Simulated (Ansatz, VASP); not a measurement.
**CdS: VASP beside Ansatz**

```xyz
2
Lattice="0.0000 2.8813 2.9682 2.8813 0.0000 2.9682 2.8813 2.8813 0.0000" Properties=species:S:1:pos:R:3 pbc="T T T"
Cd    0.0000    0.0000    0.0000
S     4.3220    4.3220    4.4523
```

Change from the starting cell: z stretched by +2 % at fixed volume, crystal datasets.

Alike in both runs: task electric field gradients; functional PBE; k mesh 8 × 8 × 8; occupations fermi-dirac, width 0.01 eV; no spin polarisation.

```csv
,VASP,Ansatz
version,VASP 6.6.1,Ansatz 0.2.0
potentials or method,"VASP PAW PBE potentials, release 64 (Cd, S), cutoff 520 eV","all-electron PAW with datasets made for the crystal, scalar-relativistic"
```

```csv
,VASP,Ansatz,Ansatz less VASP
gap on the k mesh at the Fermi level (eV),1.13,1.13,-0.005
pressure (GPa),3.6,3.3,-0.34
"traceless stress, the component that is largest in VASP (GPa)",-0.34,-0.34,-0.007
size of Vzz on the site where it differs most (V/Å²),9.3,9.9,+0.61
```

Ansatz ran all-electron here, and VASP with PAW potentials.
